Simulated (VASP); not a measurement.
AlO, 4 atoms in the cell. The structure is orthorhombic, space group Immm (No. 71). Conventional cell: a = 3.282 Å, b = 3.762 Å, c = 8.348 Å, α = 90.00°, β = 90.00°, γ = 90.00°. Within 2.5 Å of Al (site symmetry mm2) lie 4 O at 1.91 to 1.98 Å. Within 2.5 Å of O (site symmetry mm2) lie 4 Al at 1.91 to 1.98 Å. 

- Program: VASP 6.6.1
- Task: single point
- Functional: PBE
- Potentials or basis: VASP PAW PBE potentials, release 64 (Al, O)
- Cutoff: 520 eV
- k mesh: 12 × 12 × 12
- Occupations: gaussian, width 0.02 eV
- Spin: no spin polarisation
- Dipole correction: no
- Further INCAR settings: ALGO = Normal; EDIFF = 1e-06; NBANDS = 17

Potentials or basis: VASP PAW PBE potentials, release 64 (Al, O).

Launch:

```sh
$ cat potpaw_PBE.64/Al/POTCAR potpaw_PBE.64/O/POTCAR > POTCAR
$ mpirun -np 1 vasp_std > vasp.out
```

Hardware: 1 thread of AMD EPYC 9R45 96-Core Processor (Zen 5), on a shared host.

Question: Estimate the wall time of this run.

Answer: It took 2.8 min on 1 thread of AMD EPYC 9R45 96-Core Processor (Zen 5) (shared host), peak memory 0.31 GiB. Counts: scf iterations 13, k points 280.
